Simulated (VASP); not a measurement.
# Zr5AlN6 (P-6m2) in VASP: a series of runs, part 2 of 2

VASP 6.6.1. Earlier steps stand in the parts before.

### 4 Relaxation of cell and atoms, PBE

This run uses another cell than the first one, of 13.49 Å³/atom.

File INCAR:

```
ALGO = Normal
EDIFF = 1E-6
EDIFFG = -0.04
ENCUT = 600
GGA = PE
IBRION = 2
ISIF = 3
ISMEAR = 0
LASPH = True
LCHARG = False
LREAL = False
LWAVE = False
NELM = 60
NSW = 90
PREC = Accurate
SIGMA = 0.1
```

File KPOINTS:

```
k-points
0
Gamma
  6 6 1
```

File POSCAR:

```
Zr5AlN6
1.0
    3.3072727400      0.0000000000      0.0000000000
   -1.6536363700      2.8641822100      0.0000000000
    0.0000000000      0.0000000000     17.0907679700
Zr Al N
5 1 6
Direct
    0.3333333300      0.6666666700      0.0000000000
    0.3333333300      0.6666666700      0.3333333300
    0.3333333300      0.6666666700      0.6666666700
    0.6666666700      0.3333333300      0.1666666700
    0.6666666700      0.3333333300      0.8333333300
    0.6666666700      0.3333333300      0.5000000000
    0.0000000000      0.0000000000      0.9166666700
    0.0000000000      0.0000000000      0.2500000000
    0.0000000000      0.0000000000      0.5833333300
    0.0000000000      0.0000000000      0.0833333300
    0.0000000000      0.0000000000      0.4166666700
    0.0000000000      0.0000000000      0.7500000000
```

Potentials or basis: VASP PAW PBE potentials, release 64 (Zr_sv, Al, N).

Started as:

```console
$ cat potpaw_PBE.64/Zr_sv/POTCAR potpaw_PBE.64/Al/POTCAR potpaw_PBE.64/N/POTCAR > POTCAR
$ mpirun -np 1 vasp_std > vasp.out
```

OUTCAR:

```text
EDIFF = 1E-6
   EDIFFG = -0.04
   ENCUT = 600
   GGA = PE
   IBRION = 2
   ISIF = 3
   ISMEAR = 0
   LASPH = True
   LREAL = False
   NELM = 60
   NSW = 90
   PREC = Accurate

 ion  position               nearest neighbor table
   1  0.333  0.667  0.000-   7 2.38  10 2.38   7 2.38  10 2.38   7 2.38  10 2.38   4 3.43   5 3.43
                             4 3.43   5 3.43   4 3.43   5 3.43
   2  0.333  0.667  0.333-   8 2.38   8 2.38   8 2.38  11 2.38  11 2.38  11 2.38   4 3.43   4 3.43
                             4 3.43   6 3.43   6 3.43   6 3.43
   3  0.333  0.667  0.667-  12 2.38  12 2.38  12 2.38   9 2.38   9 2.38   9 2.38   5 3.43   5 3.43
                             5 3.43   6 3.43   6 3.43   6 3.43
   4  0.667  0.333  0.167-   8 2.38   8 2.38   8 2.38  10 2.38  10 2.38  10 2.38   2 3.43   2 3.43
                             2 3.43   1 3.43   1 3.43   1 3.43
   5  0.667  0.333  0.833-  12 2.38  12 2.38  12 2.38   7 2.38   7 2.38   7 2.38   3 3.43   3 3.43
                             3 3.43   1 3.43   1 3.43   1 3.43
   6  0.667  0.333  0.500-   9 2.38  11 2.38   9 2.38  11 2.38   9 2.38  11 2.38   2 3.43   3 3.43
                             2 3.43   3 3.43   2 3.43   3 3.43
   7  0.000  0.000  0.917-   1 2.38   1 2.38   1 2.38   5 2.38   5 2.38   5 2.38
   8  0.000  0.000  0.250-   2 2.38   4 2.38   2 2.38   4 2.38   4 2.38   2 2.38
   9  0.000  0.000  0.583-   6 2.38   6 2.38   6 2.38   3 2.38   3 2.38   3 2.38
  10  0.000  0.000  0.083-   1 2.38   1 2.38   1 2.38   4 2.38   4 2.38   4 2.38
  11  0.000  0.000  0.417-   6 2.38   6 2.38   6 2.38   2 2.38   2 2.38   2 2.38
  12  0.000  0.000  0.750-   3 2.38   5 2.38   3 2.38   5 2.38   5 2.38   3 2.38

  LATTYP: Found a hexagonal cell.
 ALAT       =     3.3072727400
 C/A-ratio  =     5.1676318567

  Lattice vectors:

 A1 = (   3.3072727400,   0.0000000000,   0.0000000000)
 A2 = (  -1.6536363700,   2.8641822100,   0.0000000000)
 A3 = (   0.0000000000,   0.0000000000,  17.0907679700)

Analysis of symmetry for initial positions (statically):
=====================================================================
 Subroutine PRICEL returns:
 Original cell was already a primitive cell.

 Routine SETGRP: Setting up the symmetry group for a
 hexagonal supercell.

 Subroutine GETGRP returns: Found 12 space group operations
 (whereof 12 operations were pure point group operations)
 out of a pool of 24 trial point group operations.

The static configuration has the point symmetry D_3h.

Analysis of symmetry for dynamics (positions and initial velocities):
=====================================================================
 Subroutine PRICEL returns:
 Original cell was already a primitive cell.

 Routine SETGRP: Setting up the symmetry group for a
 hexagonal supercell.

 Subroutine GETGRP returns: Found 12 space group operations
 (whereof 12 operations were pure point group operations)
 out of a pool of 24 trial point group operations.

The dynamic configuration has the point symmetry D_3h.

 Subroutine INISYM returns: Found 12 space group operations
 (whereof 12 operations are pure point group operations),
 and found     1 'primitive' translations

----------------------------------------------------------------------------------------

                                     Primitive cell

  volume of cell :     161.8946

  direct lattice vectors                    reciprocal lattice vectors
     3.307272740  0.000000000  0.000000000     0.302363935  0.174569899  0.000000000
    -1.653636370  2.864182210  0.000000000     0.000000000  0.349139799  0.000000000
     0.000000000  0.000000000 17.090767970     0.000000000  0.000000000  0.058511121

  length of vectors
     3.307272740  3.307272740 17.090767970     0.349139799  0.349139799  0.058511121

  position of ions in fractional coordinates (direct lattice)
     0.333333330  0.666666670  0.000000000
     0.333333330  0.666666670  0.333333330
     0.333333330  0.666666670  0.666666670
[... 59 lines left out ...]
  0.333333  0.333333  0.000000      2.000000
   k-points           NKPTS =      7   k-points in BZ     NKDIM =      7   number of bands    NBANDS=     55
   number of dos      NEDOS =    301   number of ions     NIONS =     12
   total plane-waves  NPLWV = 109760
   dimension x,y,z NGX =    28 NGY =   28 NGZ =  140
   dimension x,y,z NGXF=    56 NGYF=   56 NGZF=  280
   ions per type =               5   1   6
   NGX,Y,Z   is equivalent  to a cutoff of  14.07, 14.07, 13.62 a.u.
   NGXF,Y,Z  is equivalent  to a cutoff of  28.15, 28.15, 27.24 a.u.
 SYSTEM =  unknown system
   PREC   = accura    normal or accurate (medium, high low for compatibility)
   ISTART =      0    job   : 0-new  1-cont  2-samecut
   ICHARG =      2    charge: 1-file 2-atom 10-const
   ISPIN  =      1    spin polarized calculation?
   LNONCOLLINEAR =      F non collinear calculations
   LSORBIT =      F    spin-orbit coupling
   LASPH  =      T    aspherical Exc in radial PAW
   ENCUT  =  600.0 eV  44.10 Ry    6.64 a.u.   6.61  6.61 34.13*2*pi/ulx,y,z
   NELM   =     60;   NELMIN=  2; NELMDL= -5     # of ELM steps
   EDIFF  = 0.1E-05   stopping-criterion for ELM
   LREAL  =      F    real-space projection
   EDIFFG = -.4E-01   stopping-criterion for IOM
   NSW    =     90    number of steps for IOM
   IBRION =      2    ionic relax: 0-MD 1-quasi-New 2-CG
   NFREE  =      1    steps in history (QN), initial steepest desc. (CG)
   ISIF   =      3    stress and relaxation
   ISYM   =      2    0-nonsym 1-usesym 2-fastsym
   POTIM  = 0.5000    time-step for ionic-motion
   TEBEG  =    0.0;   TEEND  =   0.0 temperature during run
   PSTRESS=    0.0 pullay stress
   NELECT =      93.0000    total number of electrons
   NUPDOWN=      -1.0000    fix difference up-down
   EMIN   =  10.00;   EMAX   =-10.00  energy-range for DOS
   EFERMI =   0.00;   METHOD = LEGACY
   ISMEAR =     0;   SIGMA  =   0.10  broadening in eV -4-tet -1-fermi 0-gaus
   EFERMI_NEDOS =   21; number of points for ismear=-14 and -15
   IALGO  =     38    algorithm
   IMIX   =      4    mixing-type and parameters
     AMIX     =   0.40;   BMIX     =  1.00
     AMIX_MAG =   1.60;   BMIX_MAG =  1.00
  volume/ion in A,a.u.               =      13.49        91.04
  Fermi-wavevector in a.u.,A,eV,Ry     =   1.360896  2.571721 25.198521  1.852039
  Thomas-Fermi vector in A             =   2.487519
   LORBIT       =      0    0 simple, 1 ext, 2 COOP (PROOUT), +10 PAW based schemes
   GGA     = PE    functional components
   LHFCALC =     F    Hartree Fock is set to
   AEXX    =    0.0000 exact exchange contribution
   IVDW    =     0    specifies the selected vdW correction
   LEPSILON=     F    determine dielectric tensor
   LRPA    =     F    only Hartree local field effects (RPA)
 conjugate gradient relaxation of ions
 non-spin polarized calculation
 Gauss-broadening in eV      SIGMA  =   0.10
  energy-cutoff  :      600.00
  volume of cell :      161.89
 maximum number of plane-waves:      5469
 NGX is ok and might be reduce to    28
   NGX = 13   NGY = 13   NGZ = 69

--------------------------------------- Ionic step        1  -------------------------------------------

 number of electron      92.9999997 magnetization

 Free energy of the ion-electron system (eV)
  ---------------------------------------------------
  ext. energy  EPLUGINS =         0.00000000
  ---------------------------------------------------
  free energy    TOTEN  =      -112.17339763 eV

  energy without entropy =     -112.15431229  energy(sigma->0) =     -112.16385496

 E-fermi :   9.4359     XC(G=0): -11.6426

 val. band max:        9.4237099965   @ k =   0.1667   0.0000   0.0000
 cond. band min:       9.6832153568   @ k =   0.1667   0.0000   0.0000
 fundamental gap:      0.2595053603
 Fermi energy:         9.4359483623

 k-point     1 :       0.0000    0.0000    0.0000
  band No.  band energies     occupation
      1     -40.0636      2.00000
      2     -40.0577      2.00000
      3     -39.9734      2.00000
      4     -39.9709      2.00000
      5     -39.9622      2.00000
      6     -18.4695      2.00000
[... 526 lines left out ...]
  FREE ENERGIE OF THE ION-ELECTRON SYSTEM (eV)
  ---------------------------------------------------
  free  energy   TOTEN  =      -113.9322500994 eV

  energy  without entropy=     -113.9099371925  energy(sigma->0) =     -113.92109365

[... ionic steps 4 to 11 ...]

--------------------------------------- Ionic step       12  -------------------------------------------

 number of electron      92.9999998 magnetization

------------------------ aborting loop because EDIFF is reached ----------------------------------------
[... 87 lines left out ...]
--------------------------------------- Ionic step       14  -------------------------------------------

 number of electron      92.9999999 magnetization

 Free energy of the ion-electron system (eV)
  ---------------------------------------------------
  ext. energy  EPLUGINS =         0.00000000
  ---------------------------------------------------
  free energy    TOTEN  =      -114.11426665 eV

  energy without entropy =     -114.09265419  energy(sigma->0) =     -114.10346042

 E-fermi :  11.1345     XC(G=0): -12.3536

 val. band max:       11.0875248420   @ k =   0.3333   0.1667   0.0000
 cond. band min:      11.3821715685   @ k =   0.1667   0.0000   0.0000
 fundamental gap:      0.2946467265
 Fermi energy:        11.1345228548

 k-point     1 :       0.0000    0.0000    0.0000
  band No.  band energies     occupation
      1     -37.9398      2.00000
      2     -37.9257      2.00000
      3     -37.8569      2.00000
      4     -37.8440      2.00000
      5     -37.8272      2.00000
      6     -16.6616      2.00000
[... 434 lines left out ...]
  FREE ENERGIE OF THE ION-ELECTRON SYSTEM (eV)
  ---------------------------------------------------
  free  energy   TOTEN  =      -114.1142666457 eV

  energy  without entropy=     -114.0926541897  energy(sigma->0) =     -114.10346042

 reached required accuracy - stopping structural energy minimisation
```

It took 8.8 min on 1 thread of Intel Xeon 6975P-C (Granite Rapids), shared host; peak memory 0.37 GiB.

Results:

```
Free energy                           : -114.1143 eV
Relaxed volume                        : 11.70 Å³/atom
Relaxed cell                          : a = 3.145 Å, b = 3.145 Å, c = 16.399 Å, α = 90.00°, β = 90.00°, γ = 120.00°
Space group after relaxing (to 0.1 Å) : P-6m2 (No. 187)
Energy gained by relaxing             : 161.7 meV/atom
Ionic steps                           : 14
Pressure after relaxing               : -0.2 GPa
Largest force after relaxing          : 0.016 eV/Å
Band gap on the k mesh                : zero (an odd number of electrons rules out a gap without spin polarisation)
```

Forces on the atoms (eV/Å):
```
Zr   0.000  0.000  0.000
Zr   0.000  0.000 -0.001
Zr   0.000  0.000  0.001
Zr   0.000  0.000  0.001
Zr   0.000  0.000 -0.001
Al   0.000  0.000  0.000
N    0.000  0.000 -0.016
N    0.000  0.000 -0.011
N    0.000  0.000 -0.004
N    0.000  0.000  0.016
N    0.000  0.000  0.004
N    0.000  0.000  0.011
```

The path:
```tsv
step	energy change (eV)	largest force (eV/Å)	pressure (GPa)	volume (Å³)
1	0.0000	0.6491	-23.91	161.89
2	1.6034	2.3648	57.47	119.16
3	-1.7589	1.3735	-0.97	141.91
4	-1.7621	1.3993	0.11	141.26
5	-1.7619	1.4148	0.77	140.86
6	-1.8793	0.4840	0.91	140.30
7	-1.8873	0.6211	1.04	140.12
8	-1.9140	0.2475	-1.55	141.46
9	-1.9140	0.2474	-1.63	141.51
10	-1.9318	0.2245	0.30	140.23
11	-1.9318	0.2268	0.41	140.16
12	-1.9392	0.0774	0.19	140.26
13	-1.9402	0.0889	0.09	140.31
14	-1.9409	0.0160	-0.15	140.45
```

Final structure:
```
Zr Al N
1.0
     3.14478    0.00000    0.00000
    -1.57239    2.72346    0.00000
     0.00000    0.00000   16.39894
Zr Al N
5 1 6
Cartesian
  0.0000 1.8156 0.0000
  0.0000 1.8156 5.5275
  0.0000 1.8156 10.8714
  1.5724 0.9078 2.7871
  1.5724 0.9078 13.6118
  1.5724 0.9078 8.1995
  -1.5724 2.7235 15.0124
  -1.5724 2.7235 4.1570
  -1.5724 2.7235 9.4486
  -1.5724 2.7235 1.3865
  -1.5724 2.7235 6.9504
  -1.5724 2.7235 12.2419
```

Levels at points of the mesh, in eV from the Fermi level:
```tsv
k point	band 43	band 44	band 45	band 46	band 47	band 48	band 49	band 50	band 51	band 52
(0.00, 0.00, 0.00)	-2.54	-1.26	-0.37	0.95	0.95	1.20	1.40	1.57	1.77	1.77
(0.50, 0.00, 0.00)	-2.68	-1.95	-1.83	-0.49	-0.09	1.07	1.35	2.81	2.97	3.51
```

Caveat: the k points lie up to 0.38 Å⁻¹ apart in the final cell, too coarse for converged energies and pressures of a metal; an odd number of electrons without spin polarisation forces a metal; a magnetic or distorted state may lie lower.

### 5 Single point, PBE, collinear spin

File INCAR:

```
SYSTEM = Zr5AlN6
  PREC = Accurate
  ENCUT = 520
  EDIFF = 1E-6
  ISMEAR = 0
  SIGMA = 0.1
  LREAL = .FALSE.
  LASPH = .TRUE.
  NELM = 150
  ALGO = Normal
  ISIF = 2
  LWAVE = .FALSE.
  LCHARG = .TRUE.
  ISPIN = 2
  MAGMOM = 1 1 1 1 1 0 0 0 0 0 0 0
  LORBIT = 11
  LMAXMIX = 4
  GGA = PE
  LELF = .TRUE.
  LVHAR = .TRUE.
  NBANDS = 62
```

File KPOINTS:

```
Automatic mesh
0
G
  6 6 1
  0 0 0
```

File POSCAR:

```
Zr5AlN6
1.0
    3.1461150515      0.0000000000      0.0000000000
   -1.5730575258      2.7246155578      0.0000000000
    0.0000000000      0.0000000000     16.3921787217
Zr Al N
5 1 6
Direct
    0.3333333333      0.6666666667      0.0000000000
    0.3333333333      0.6666666667      0.3370088651
    0.3333333333      0.6666666667      0.6629911349
    0.6666666667      0.3333333333      0.1699395345
    0.6666666667      0.3333333333      0.8300604655
    0.6666666667      0.3333333333      0.5000000000
    0.0000000000      0.0000000000      0.9154147824
    0.0000000000      0.0000000000      0.2534094405
    0.0000000000      0.0000000000      0.5762468550
    0.0000000000      0.0000000000      0.0845852176
    0.0000000000      0.0000000000      0.4237531450
    0.0000000000      0.0000000000      0.7465905595
```

Started as:

```console
$ cat potpaw_PBE.64/Zr_sv/POTCAR potpaw_PBE.64/Al/POTCAR potpaw_PBE.64/N/POTCAR > POTCAR
$ mpirun -np 1 vasp_std > vasp.out
```

Wall time 1.9 min (1 thread of Intel Xeon 6975P-C (Granite Rapids), shared host); peak memory 0.35 GiB.

Results (log left out):

```
Free energy                                           : -114.0714 eV
Pressure                                              : -0.1 GPa
Largest force                                         : 0.017 eV/Å
Net moment                                            : 0.00 μB per cell
Valence electrons inside the program's atomic spheres : Zr 9.88, 9.87 (each value once); Al 0.60; N 3.73, 3.69 (each value once)
```

Forces on the atoms (eV/Å):
```
Zr   0.000  0.000  0.000
Zr   0.000  0.000  0.003
Zr   0.000  0.000 -0.003
Zr   0.000  0.000 -0.002
Zr   0.000  0.000  0.002
Al   0.000  0.000  0.000
N    0.000  0.000 -0.001
N    0.000  0.000  0.003
N    0.000  0.000 -0.017
N    0.000  0.000  0.001
N    0.000  0.000  0.017
N    0.000  0.000 -0.003
```

Levels at points of the mesh, in eV from the Fermi level:
Spin up:
| k point | band 45 | band 46 | band 47 | band 48 | band 49 | band 50 |
| --- | --- | --- | --- | --- | --- | --- |
| (0.00, 0.00, 0.00) | -0.36 | 0.95 | 0.95 | 1.21 | 1.39 | 1.57 |
| (0.50, 0.00, 0.00) | -1.82 | -0.49 | -0.09 | 1.07 | 1.35 | 2.81 |
Spin down:
```tsv
k point	band 44	band 45	band 46	band 47	band 48	band 49	band 50	band 51
(0.00, 0.00, 0.00)	-1.25	-0.36	0.95	0.95	1.21	1.39	1.57	1.77
(0.50, 0.00, 0.00)	-1.95	-1.82	-0.49	-0.09	1.07	1.35	2.81	2.97
```

Caveat: the k points lie up to 0.38 Å⁻¹ apart.

### 6 Summary

```tsv
task	spin	cell	cutoff (eV)	gap on the mesh (eV)	pressure (GPa)	largest force (eV/Å)
single point	off	a = 3.146, b = 3.146, c = 16.392 Å, angles 90.0, 90.0, 120.0°, 12 atoms, atomic positions A	520	none	-0.1	0.02
single point	off	a = 3.307, b = 3.307, c = 17.091 Å, angles 90.0, 90.0, 120.0°, 12 atoms, atomic positions B	520	none	-23.8	0.65
relaxation of cell and atoms	off	relaxed from a = 3.307, b = 3.307, c = 17.091 Å, angles 90.0, 90.0, 120.0°, 12 atoms, atomic positions B	600	none	-0.2	0.02
single point	collinear	a = 3.146, b = 3.146, c = 16.392 Å, angles 90.0, 90.0, 120.0°, 12 atoms, atomic positions A	520	none	-0.1	0.02
```

Alike in all rows: level PBE; potentials or basis VASP PAW PBE potentials, release 64 (Zr_sv, Al, N); k mesh 6 × 6 × 1; smearing gaussian 0.1 eV.

Caveats: all runs use coarse meshes; an odd number of electrons without spin polarisation forces a metal (at least some runs); a magnetic or distorted state may lie lower (at least some runs).

Total energies depend on the potentials used, so only differences within one code and one set of settings carry meaning.

The gap in the log of VASP goes by the Fermi energy; the results here count the filled bands.